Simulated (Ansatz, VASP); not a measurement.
## Al3W in VASP and in Ansatz

The input INCAR:

```
  PREC = Accurate
  ENCUT = 500
  EDIFF = 1E-7
  ISMEAR = 0
  SIGMA = 0.1
  LREAL = F
  LASPH = T
  NELM = 120
  ALGO = Normal
  ISIF = 3
  LWAVE = F
  LCHARG = F
  GGA = PE
  IBRION = 2
  NSW = 100
  EDIFFG = -0.01
  GGA_COMPAT = F
  NELMIN = 4
```

Contents of KPOINTS:

```
Automatic mesh
0
Gamma
  12 12 12
```

The input POSCAR:

```
Al3W
1.0
    0.0000000000      3.1345776034      3.1345776034
    3.1345776034      0.0000000000      3.1345776034
    3.1345776034      3.1345776034      0.0000000000
Al W
3 1
Direct
    0.5000000000      0.5000000000      0.5000000000
    0.2500000000      0.2500000000      0.2500000000
    0.7500000000      0.7500000000      0.7500000000
    0.0000000000      0.0000000000      0.0000000000
```

Input for Ansatz:

```yaml
crystal:
  lattice:
    - [0.0, 3.1345776034, 3.1345776034]
    - [3.1345776034, 0.0, 3.1345776034]
    - [3.1345776034, 3.1345776034, 0.0]
  atoms:
    - { symbol: Al, position: [0.5, 0.5, 0.5] }
    - { symbol: Al, position: [0.25, 0.25, 0.25] }
    - { symbol: Al, position: [0.75, 0.75, 0.75] }
    - { symbol: W, position: [0.0, 0.0, 0.0] }
basis:
  ecutwfc: 420
kpoints:
  mp_grid: { grid: [12, 12, 12] }
hamiltonian:
  xc: pbe
scf:
  occupations: { method: gaussian, width: 0.1 }
output:
  forces: true
  stress: true
  eigenvalues: true
relax:
  adjacent_minimum: "off"
  f_tol: 0.01
  max_steps: 80
  cell: { stress_tol: 0.05 }
```

Change from the starting cell: species swapped into the Li3Sb type (Fm-3m, No. 225).

Alike in both runs: task relaxation of cell and atoms; functional PBE; k mesh 12 × 12 × 12; occupations gaussian, width 0.1 eV; no spin polarisation.

|  | VASP | Ansatz |
| --- | --- | --- |
| version | VASP 6.6.1 | Ansatz 0.2.0 |
| potentials or method | VASP PAW PBE potentials, release 64 (Al, W_sv), cutoff 500 eV | scalar-relativistic, plane waves, PAW |
| valence electrons in the cell | 23 | 23 |

|  | VASP | Ansatz | Ansatz less VASP |
| --- | --- | --- | --- |
| gap on the k mesh at the Fermi level, each at its own relaxed structure (eV) | none | none | - |
| relaxed volume (Å³/atom) | 15.46 | 15.46 | 0.000 |
| relaxed cell length with the largest relative difference (Å) | 4.439 | 4.439 | 0.0000 |

A gap of «none» marks a metal or a gap that the smearing closes.

Spin-orbit coupling is off throughout.
